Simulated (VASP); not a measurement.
Wanted: the native input for a VASP 6.6.1 run.

- Task: single point
- Functional: r2SCAN0
- Potentials or basis: VASP PAW PBE potentials, release 64 (Si, O)
- Cutoff: 520 eV
- k mesh: 5 × 5 × 5
- Occupations: fermi-dirac, width 0.05 eV
- Spin: no spin polarisation
- Dipole correction: no
- Grid for exact exchange (PRECFOCK): Normal
- Further INCAR settings: ALGO = Normal; EDIFF = 1e-06; NBANDS = 12
- Share of exact exchange: 0.25

SiO:

```
Si O
1.0
     2.80697    0.00000    0.00000
     0.00000    2.80697    0.00000
     0.00000    0.00000    2.80697
Si O
1 1
Cartesian
  0.0000 0.0000 0.0000
  1.4035 1.4035 1.4035
```

The input as run:

POSCAR

```
SiO
1.0
    2.8069700000      0.0000000000      0.0000000000
    0.0000000000      2.8069700000      0.0000000000
    0.0000000000      0.0000000000      2.8069700000
Si O
1 1
Direct
    0.0000000000      0.0000000000      0.0000000000
    0.5000000000      0.5000000000      0.5000000000
```

INCAR.step1

```
PREC = Accurate
ENCUT = 520
EDIFF = 1E-5
ISMEAR = -1
SIGMA = 0.05
LREAL = False
LASPH = True
NELM = 60
ALGO = Normal
ISIF = 2
LWAVE = True
GGA = PE
NBANDS = 12
```

INCAR.step2

```
PREC = Accurate
ENCUT = 520
EDIFF = 1E-6
ISMEAR = -1
SIGMA = 0.05
LREAL = False
LASPH = True
NELM = 60
ALGO = Normal
ISIF = 2
LWAVE = False
LCHARG = True
METAGGA = R2SCAN
LHFCALC = True
AEXX = 0.25
LMIXTAU = True
PRECFOCK = Normal
LELF = True
LVHAR = True
ISTART = 1
NBANDS = 12
```

KPOINTS

```
regular mesh
0
Gamma
  5 5 5
```

Potentials or basis: VASP PAW PBE potentials, release 64 (Si, O).

The run is started by

```bash
$ cat potpaw_PBE.64/Si/POTCAR potpaw_PBE.64/O/POTCAR > POTCAR
$ cp INCAR.step1 INCAR
$ mpirun -np 1 vasp_std > vasp.out
$ cp INCAR.step2 INCAR
$ mpirun -np 1 vasp_std > vasp.out
```

It gave:

```json
{"Pressure": "-1.5 GPa", "Band gap on the k mesh": "1.79 eV (least direct gap 3.24 eV)"}
```

Caveat: the k points lie up to 0.45 Å⁻¹ apart; the PAW data sets were made with another functional, which shifts forces and pressure a little; an odd mesh through Γ misses points on the zone boundary, where band edges can lie.

Wall time 2.8 min on 1 thread of Intel Xeon 8259CL, on a shared host, peak memory 0.14 GiB.
